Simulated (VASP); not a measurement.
Write the native input for VASP 6.6.1 that does the following.

```
Task                   : electric field gradients
Functional             : PBEsol
Potentials or basis    : VASP PAW PBE potentials, release 64 (Ag, Cl)
Cutoff                 : 520 eV
k mesh                 : 9 × 9 × 9
Occupations            : fermi-dirac, width 0.01 eV
Spin                   : no spin polarisation
Dipole correction      : no
Further INCAR settings : ALGO = Normal; EDIFF = 1e-08; NBANDS = 16
```

The structure of AgCl lies in POSCAR:

```
AgCl
1.0
    0.0000000000      2.7823631906      2.7823631906
    2.7823631906      0.0000000000      2.7823631906
    2.7823631906      2.7823631906      0.0000000000
Ag Cl
1 1
Direct
    0.5000000000      0.5000000000      0.5000000000
    0.0000000000      0.0000000000      0.0000000000
```

This cell differs from its parent crystal: volume scaled by 1.01.

One way to write it, as run:

INCAR

```
ALGO = Normal ; EDIFF = 1E-8
ENCUT = 520 ; GGA = PS
ISIF = 2 ; ISMEAR = -1
LASPH = T ; LCHARG = F
LEFG = T ; LREAL = F
LWAVE = F ; NBANDS = 16
NELM = 80 ; PREC = Accurate
SIGMA = 0.01
```

KPOINTS

```
k-points
0
Gamma
  9 9 9
```

Potentials or basis: VASP PAW PBE potentials, release 64 (Ag, Cl).

The run is started by

```sh
$ cat potpaw_PBE.64/Ag/POTCAR potpaw_PBE.64/Cl/POTCAR > POTCAR
$ mpirun -np 1 vasp_std > vasp.out
```

It gave:

The pressure is -3.1 GPa and the band gap on the k mesh is 0.78 eV, indirect (least direct gap 2.97 eV).

Caveat: without QUAD_EFG the Cq values of the log hold for a quadrupole moment of 1 mb, not for the nuclei; the PAW data sets were made with another functional, which shifts forces and pressure a little.

Run time: 21 s on 1 thread of Intel(R) Xeon(R) Platinum 8375C CPU @ 2.90GHz (Ice Lake), with other jobs on the host, peak memory 0.18 GiB.
